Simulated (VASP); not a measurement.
# Al5Cl2 (P4/mmm) in VASP: a series of runs, part 2 of 2

VASP 6.6.1.

## (5) Relaxation of cell and atoms, PBE

Input file INCAR:

```
SYSTEM = Al5Cl2
PREC     = Accurate       ! precision mode
ENCUT    = 600            ! plane-wave cutoff, eV
EDIFF    = 1E-6           ! SCF threshold, eV
ISMEAR   = 0              ! smearing method
SIGMA    = 0.1            ! smearing width, eV
LREAL    = .False.        ! projectors in reciprocal space
LASPH    = .True.         ! aspherical terms in the spheres
NELM     = 60             ! most SCF steps
ALGO     = Normal         ! electronic algorithm
ISIF     = 3              ! what is computed and relaxed
LWAVE    = .False.        ! write WAVECAR
LCHARG   = .False.        ! write CHGCAR
GGA      = PE             ! functional
IBRION   = 2              ! ionic algorithm
NSW      = 90             ! ionic steps
EDIFFG   = -0.04          ! ionic threshold
```

Input file KPOINTS:

```
Automatic mesh
0
Gamma
  4 4 4
  0 0 0
```

Input file POSCAR:

```
Al5Cl2
1.0
    5.0648484100      0.0000000000      0.0000000000
    0.0000000000      5.0648484100      0.0000000000
    0.0000000000      0.0000000000      5.4124645700
Al Cl
5 2
Direct
    0.0000000000      0.5000000000      0.7724219600
    0.5000000000      0.0000000000      0.7724219600
    0.0000000000      0.5000000000      0.2275780400
    0.5000000000      0.0000000000      0.2275780400
    0.0000000000      0.0000000000      0.5000000000
    0.5000000000      0.5000000000      0.5000000000
    0.5000000000      0.5000000000      0.0000000000
```

Potentials or basis: VASP PAW PBE potentials, release 64 (Al, Cl).

On the command line:

```
> cat potpaw_PBE.64/Al/POTCAR potpaw_PBE.64/Cl/POTCAR > POTCAR
> mpirun -np 1 vasp_std > vasp.out
```

OUTCAR:

```text
SYSTEM = Al5Cl2
   PREC = Accurate
   ENCUT = 600
   EDIFF = 1E-6
   ISMEAR = 0
   LREAL = .False.
   LASPH = .True.
   NELM = 60
   ISIF = 3
   GGA = PE
   IBRION = 2
   NSW = 90
   EDIFFG = -0.04

 ion  position               nearest neighbor table
   1  0.000  0.500  0.772-   3 2.46   7 2.82   7 2.82   5 2.93   5 2.93   6 2.93   6 2.93   3 2.95

   2  0.500  0.000  0.772-   4 2.46   7 2.82   7 2.82   5 2.93   6 2.93   6 2.93   5 2.93   4 2.95

   3  0.000  0.500  0.228-   1 2.46   7 2.82   7 2.82   5 2.93   5 2.93   6 2.93   6 2.93   1 2.95
[... 5 lines left out ...]
   6  0.500  0.500  0.500-   1 2.93   2 2.93   3 2.93   4 2.93   2 2.93   4 2.93   1 2.93   3 2.93

   7  0.500  0.500  0.000-   1 2.82   2 2.82   3 2.82   4 2.82   2 2.82   4 2.82   1 2.82   3 2.82

  LATTYP: Found a simple tetragonal cell.
 ALAT       =     5.0648484100
 C/A-ratio  =     1.0686330827

  Lattice vectors:

 A1 = (   5.0648484100,   0.0000000000,   0.0000000000)
 A2 = (   0.0000000000,   5.0648484100,   0.0000000000)
 A3 = (   0.0000000000,   0.0000000000,   5.4124645700)

Analysis of symmetry for initial positions (statically):
=====================================================================
 Subroutine PRICEL returns:
 Original cell was already a primitive cell.

 Routine SETGRP: Setting up the symmetry group for a
 simple tetragonal supercell.

 Subroutine GETGRP returns: Found 16 space group operations
 (whereof 16 operations were pure point group operations)
 out of a pool of 16 trial point group operations.

The static configuration has the point symmetry D_4h.

Analysis of symmetry for dynamics (positions and initial velocities):
=====================================================================
 Subroutine PRICEL returns:
 Original cell was already a primitive cell.

 Routine SETGRP: Setting up the symmetry group for a
 simple tetragonal supercell.

 Subroutine GETGRP returns: Found 16 space group operations
 (whereof 16 operations were pure point group operations)
 out of a pool of 16 trial point group operations.

The dynamic configuration has the point symmetry D_4h.

 Subroutine INISYM returns: Found 16 space group operations
 (whereof 16 operations are pure point group operations),
 and found     1 'primitive' translations

----------------------------------------------------------------------------------------

                                     Primitive cell

  volume of cell :     138.8443

  direct lattice vectors                    reciprocal lattice vectors
     5.064848410  0.000000000  0.000000000     0.197439275  0.000000000  0.000000000
     0.000000000  5.064848410  0.000000000     0.000000000  0.197439275  0.000000000
     0.000000000  0.000000000  5.412464570     0.000000000  0.000000000  0.184758715

  length of vectors
     5.064848410  5.064848410  5.412464570     0.197439275  0.197439275  0.184758715

  position of ions in fractional coordinates (direct lattice)
     0.000000000  0.500000000  0.772421960
     0.500000000  0.000000000  0.772421960
     0.000000000  0.500000000  0.227578040
     0.500000000  0.000000000  0.227578040
     0.000000000  0.000000000  0.500000000
     0.500000000  0.500000000  0.500000000
     0.500000000  0.500000000  0.000000000

  ion indices of the primitive-cell ions
   primitive index   ion index
                 1           1
                 2           2
                 3           3
                 4           4
                 5           5
                 6           6
                 7           7

----------------------------------------------------------------------------------------

 KPOINTS: Automatic mesh

Automatic generation of k-mesh.
 Grid dimensions read from file:
 generate k-points for:    4    4    4

 Generating k-lattice:

  Cartesian coordinates                     Fractional coordinates (reciprocal lattice)
     0.049359819  0.000000000  0.000000000     0.250000000  0.000000000  0.000000000
     0.000000000  0.049359819  0.000000000     0.000000000  0.250000000  0.000000000
     0.000000000  0.000000000  0.046189679     0.000000000  0.000000000  0.250000000

  Length of vectors
     0.049359819  0.049359819  0.046189679

  Shift w.r.t. Gamma in fractional coordinates (k-lattice)
     0.000000000  0.000000000  0.000000000

 Subroutine IBZKPT returns following result:
 ===========================================

 Found     18 irreducible k-points:

 Following reciprocal coordinates:
            Coordinates               Weight
  0.000000  0.000000  0.000000      1.000000
  0.250000  0.000000  0.000000      4.000000
  0.500000  0.000000  0.000000      2.000000
  0.250000  0.250000  0.000000      4.000000
  0.500000  0.250000  0.000000      4.000000
  0.500000  0.500000  0.000000      1.000000
[... 10 lines left out ...]
  0.500000  0.250000  0.500000      4.000000
  0.500000  0.500000  0.500000      1.000000
   k-points           NKPTS =     18   k-points in BZ     NKDIM =     18   number of bands    NBANDS=     18
   number of dos      NEDOS =    301   number of ions     NIONS =      7
   total plane-waves  NPLWV =  76800
   dimension x,y,z NGX =    40 NGY =   40 NGZ =   48
   dimension x,y,z NGXF=    80 NGYF=   80 NGZF=   96
   ions per type =               5   2
   NGX,Y,Z   is equivalent  to a cutoff of  13.13, 13.13, 14.74 a.u.
   NGXF,Y,Z  is equivalent  to a cutoff of  26.26, 26.26, 29.49 a.u.
 SYSTEM =  Al5Cl2
   PREC   = accura    normal or accurate (medium, high low for compatibility)
   ISTART =      0    job   : 0-new  1-cont  2-samecut
   ICHARG =      2    charge: 1-file 2-atom 10-const
   ISPIN  =      1    spin polarized calculation?
   LNONCOLLINEAR =      F non collinear calculations
   LSORBIT =      F    spin-orbit coupling
   LASPH  =      T    aspherical Exc in radial PAW
   ENCUT  =  600.0 eV  44.10 Ry    6.64 a.u.  10.12 10.12 10.81*2*pi/ulx,y,z
   NELM   =     60;   NELMIN=  2; NELMDL= -5     # of ELM steps
   EDIFF  = 0.1E-05   stopping-criterion for ELM
   LREAL  =      F    real-space projection
   EDIFFG = -.4E-01   stopping-criterion for IOM
   NSW    =     90    number of steps for IOM
   IBRION =      2    ionic relax: 0-MD 1-quasi-New 2-CG
   NFREE  =      1    steps in history (QN), initial steepest desc. (CG)
   ISIF   =      3    stress and relaxation
   ISYM   =      2    0-nonsym 1-usesym 2-fastsym
   POTIM  = 0.5000    time-step for ionic-motion
   TEBEG  =    0.0;   TEEND  =   0.0 temperature during run
   PSTRESS=    0.0 pullay stress
   NELECT =      29.0000    total number of electrons
   NUPDOWN=      -1.0000    fix difference up-down
   EMIN   =  10.00;   EMAX   =-10.00  energy-range for DOS
   EFERMI =   0.00;   METHOD = LEGACY
   ISMEAR =     0;   SIGMA  =   0.10  broadening in eV -4-tet -1-fermi 0-gaus
   EFERMI_NEDOS =   21; number of points for ismear=-14 and -15
   IALGO  =     38    algorithm
   IMIX   =      4    mixing-type and parameters
     AMIX     =   0.40;   BMIX     =  1.00
     AMIX_MAG =   1.60;   BMIX_MAG =  1.00
  volume/ion in A,a.u.               =      19.83       133.85
  Fermi-wavevector in a.u.,A,eV,Ry     =   0.971326  1.835539 12.836736  0.943473
  Thomas-Fermi vector in A             =   2.101533
   LORBIT       =      0    0 simple, 1 ext, 2 COOP (PROOUT), +10 PAW based schemes
   GGA     = PE    functional components
   LHFCALC =     F    Hartree Fock is set to
   AEXX    =    0.0000 exact exchange contribution
   IVDW    =     0    specifies the selected vdW correction
   LEPSILON=     F    determine dielectric tensor
   LRPA    =     F    only Hartree local field effects (RPA)
 conjugate gradient relaxation of ions
 non-spin polarized calculation
 Gauss-broadening in eV      SIGMA  =   0.10
  energy-cutoff  :      600.00
  volume of cell :      138.84
 maximum number of plane-waves:      4664
   NGX = 21   NGY = 21   NGZ = 21

--------------------------------------- Ionic step        1  -------------------------------------------

 number of electron      29.0000003 magnetization

 Free energy of the ion-electron system (eV)
  ---------------------------------------------------
  ext. energy  EPLUGINS =         0.00000000
  ---------------------------------------------------
  free energy    TOTEN  =       -20.94788400 eV

  energy without entropy =      -20.93883256  energy(sigma->0) =      -20.94335828

------------------------ aborting loop because EDIFF is reached ----------------------------------------

  FORCE on cell =-STRESS in cart. coord.  units (eV):
  Direction    XX          YY          ZZ          XY          YZ          ZX
  --------------------------------------------------------------------------------------
  -------------------------------------------------------------------------------------
  Total        0.1263510      0.1263510     13.7197163      0.0000000      0.0000000      0.0000000
  in kB        1.4580122      1.4580122    158.3170704      0.0000000      0.0000000      0.0000000
  external PRESSURE =      53.7443649 kB  Pullay stress =       0.0000000 kB
[... 233 lines left out ...]
--------------------------------------- Ionic step        7  -------------------------------------------

 number of electron      28.9999998 magnetization

 Free energy of the ion-electron system (eV)
  ---------------------------------------------------
  ext. energy  EPLUGINS =         0.00000000
  ---------------------------------------------------
  free energy    TOTEN  =       -21.76523127 eV

  energy without entropy =      -21.75965348  energy(sigma->0) =      -21.76244238

 E-fermi :   5.4876     XC(G=0):  -9.2447

 val. band max:        5.4632122261   @ k =   0.2500   0.0000   0.5000
 cond. band min:       5.5849285183   @ k =   0.5000   0.2500   0.0000
 fundamental gap:      0.1217162922
 Fermi energy:         5.4876336774

 k-point     1 :       0.0000    0.0000    0.0000
  band No.  band energies     occupation
      1     -11.6760      2.00000
      2     -10.5720      2.00000
      3      -2.1427      2.00000
      4      -2.0943      2.00000
      5      -0.8923      2.00000
      6      -0.8923      2.00000
[... 401 lines left out ...]
  FREE ENERGIE OF THE ION-ELECTRON SYSTEM (eV)
  ---------------------------------------------------
  free  energy   TOTEN  =       -21.7652312749 eV

  energy  without entropy=      -21.7596534820  energy(sigma->0) =      -21.76244238

 reached required accuracy - stopping structural energy minimisation
```

Wall time 81 s (1 thread of AMD EPYC 9R45 (Zen 5), shared host); peak memory 0.25 GiB.

Results:

- Free energy: -21.7652 eV
- Relaxed volume: 21.29 Å³/atom
- Relaxed cell: a = 5.033 Å, b = 5.033 Å, c = 5.885 Å, α = 90.00°, β = 90.00°, γ = 90.00°
- Space group after relaxing (to 0.1 Å): P4/mmm (No. 123)
- Energy gained by relaxing: 116.8 meV/atom
- Ionic steps: 7
- Pressure after relaxing: 0.0 GPa
- Largest force after relaxing: 0.008 eV/Å
- Band gap on the k mesh: zero (an odd number of electrons rules out a gap without spin polarisation)

Forces on the atoms (eV/Å):
```
Al   0.000  0.000  0.008
Al   0.000  0.000  0.008
Al   0.000  0.000 -0.008
Al   0.000  0.000 -0.008
Al   0.000  0.000  0.000
Cl   0.000  0.000  0.000
Cl   0.000  0.000  0.000
```

The path:
```tsv
step	energy change (eV)	largest force (eV/Å)	pressure (GPa)	volume (Å³)
1	0.0000	1.7248	5.37	138.84
2	-0.7518	0.4258	-1.03	152.24
3	-0.7519	0.4205	-1.08	152.39
4	-0.7968	0.2650	-0.33	149.64
5	-0.8112	0.0899	0.50	147.08
6	-0.8163	0.0313	0.21	148.23
7	-0.8173	0.0078	0.01	149.06
```

Final structure:
```
CELL_PARAMETERS angstrom
5.03297 0.00000 0.00000
0.00000 5.03297 0.00000
0.00000 0.00000 5.88458
ATOMIC_POSITIONS crystal
Al 0.00000 0.50000 0.74643
Al 0.50000 0.00000 0.74643
Al 0.00000 0.50000 0.25357
Al 0.50000 0.00000 0.25357
Al 0.00000 0.00000 0.50000
Cl 0.50000 0.50000 0.50000
Cl 0.50000 0.50000 0.00000
```

## (6) Relaxation of cell and atoms, PBE

This run uses another cell than the first one, of 21.29 Å³/atom.

Input file INCAR:

```
SYSTEM = Al5Cl2
PREC = Accurate
ENCUT = 600
EDIFF = 1E-6
ISMEAR = 0
SIGMA = 0.1
LREAL = .FALSE.
LASPH = .TRUE.
NELM = 80
ALGO = Normal
ISIF = 3
LWAVE = .FALSE.
LCHARG = .FALSE.
GGA = PE
IBRION = 2
NSW = 100
EDIFFG = -0.01
```

Input file KPOINTS:

```
regular mesh
0
G
  8 8 6
  0 0 0
```

Input file POSCAR:

```
Al5Cl2
1.0
    5.0304102761      0.0000000000      0.0000000000
    0.0000000000      5.0304102761      0.0000000000
    0.0000000000      0.0000000000      5.8893652386
Al Cl
5 2
Direct
    0.0000000000      0.5000000000      0.7465756938
    0.5000000000      0.0000000000      0.7465756938
    0.0000000000      0.5000000000      0.2534243062
    0.5000000000      0.0000000000      0.2534243062
    0.0000000000      0.0000000000      0.5000000000
    0.5000000000      0.5000000000      0.5000000000
    0.5000000000      0.5000000000      0.0000000000
```

Potentials or basis: VASP PAW PBE potentials, release 64 (Al, Cl).

On the command line:

```
> cat potpaw_PBE.64/Al/POTCAR potpaw_PBE.64/Cl/POTCAR > POTCAR
> mpirun -np 1 vasp_std > vasp.out
```

Wall time 2.7 min (1 thread of AMD EPYC 9R45 (Zen 5), shared host); peak memory 0.34 GiB.

Results (log left out):

| Item | Value |
| --- | --- |
| Free energy | -21.6524 eV |
| Relaxed volume | 21.36 Å³/atom |
| Relaxed cell | a = 5.038 Å, b = 5.038 Å, c = 5.892 Å, α = 90.00°, β = 90.00°, γ = 90.00° |
| Space group after relaxing (to 0.1 Å) | P4/mmm (No. 123) |
| Energy gained by relaxing | 0.4 meV/atom |
| Ionic steps | 5 |
| Pressure after relaxing | 0.0 GPa |
| Largest force after relaxing | 0.004 eV/Å |
| Band gap on the k mesh | zero (an odd number of electrons rules out a gap without spin polarisation) |

Forces on the atoms (eV/Å):
```
Al   0.000  0.000 -0.004
Al   0.000  0.000 -0.004
Al   0.000  0.000  0.004
Al   0.000  0.000  0.004
Al   0.000  0.000  0.000
Cl   0.000  0.000  0.000
Cl   0.000  0.000  0.000
```

Stress tensor (GPa, compression positive):
```
-0.05  0.00  0.00
 0.00 -0.05  0.00
 0.00  0.00  0.04
```

Step by step:
| step | energy change (eV) | largest force (eV/Å) | pressure (GPa) | volume (Å³) |
| --- | --- | --- | --- | --- |
| 1 | 0.0000 | 0.0653 | 0.00 | 149.03 |
| 2 | -0.0008 | 0.0539 | 0.02 | 149.04 |
| 3 | -0.0021 | 0.0180 | 0.07 | 149.05 |
| 4 | -0.0022 | 0.0068 | 0.09 | 149.06 |
| 5 | -0.0025 | 0.0035 | -0.02 | 149.55 |

Final structure:
```xyz
7
Lattice="5.0382 0.0000 0.0000 0.0000 5.0382 0.0000 0.0000 0.0000 5.8916" Properties=species:S:1:pos:R:3 pbc="T T T"
Al    5.0382    2.5191    4.3800
Al    2.5191    0.0000    4.3800
Al    0.0000    2.5191    1.5117
Al    2.5191    0.0000    1.5117
Al    5.0382    0.0000    2.9458
Cl    2.5191    2.5191    2.9458
Cl    2.5191    2.5191    0.0000
```

Levels at points of the mesh, in eV from the Fermi level:
```tsv
k point	band 12	band 13	band 14	band 15	band 16	band 17
(0.00, 0.00, 0.00)	-2.23	-0.74	-0.74	-0.62	0.28	0.56
(0.50, 0.00, 0.00)	-1.81	-1.37	-0.84	-0.81	0.48	1.63
(0.50, 0.50, 0.00)	-1.98	-1.98	-1.49	0.50	0.76	0.76
(0.00, 0.00, 0.50)	-2.93	-0.59	-0.59	1.05	1.05	1.28
(0.50, 0.00, 0.50)	-2.40	-1.51	-0.44	0.65	0.80	1.95
(0.50, 0.50, 0.50)	-1.86	-1.44	-1.44	1.69	2.43	2.48
```

## (7) The runs side by side

| task | cell | k mesh | cutoff (eV) | gap on the mesh (eV) | pressure (GPa) | relaxed volume (Å³/atom) | largest force (eV/Å) |
| --- | --- | --- | --- | --- | --- | --- | --- |
| single point | a = 5.065, b = 5.065, c = 5.412 Å, 7 atoms, atomic positions A | 4 × 4 × 4 | 520 | none | 5.4 | - | 1.72 |
| single point | a = 5.030, b = 5.030, c = 5.889 Å, 7 atoms, atomic positions B | 4 × 4 × 4 | 520 | none | 0.0 | - | - |
| single point | a = 5.034, b = 5.034, c = 5.900 Å, 7 atoms, atomic positions C | 8 × 8 × 6 | 520 | none | 0.0 | - | - |
| relaxation of cell and atoms | relaxed from a = 5.065, b = 5.065, c = 5.412 Å, 7 atoms, atomic positions A | 4 × 4 × 4 | 600 | none | 0.0 | 21.29 | 0.01 |
| relaxation of cell and atoms | relaxed from a = 5.030, b = 5.030, c = 5.889 Å, 7 atoms, atomic positions B | 8 × 8 × 6 | 600 | none | 0.0 | 21.36 | - |

Alike in all rows: level PBE; potentials or basis VASP PAW PBE potentials, release 64 (Al, Cl); no spin polarisation; smearing gaussian 0.1 eV.

Caveats: the stress differs along the axes, from 0 to 16 GPa (at least some runs); forces of over 1 eV/Å act on the atoms, so gaps and moduli don't describe the material at rest (at least some runs).

Absolute energies hang on the potentials; compare differences alone.

The gap in the log of VASP goes by the Fermi energy; the results here count the filled bands.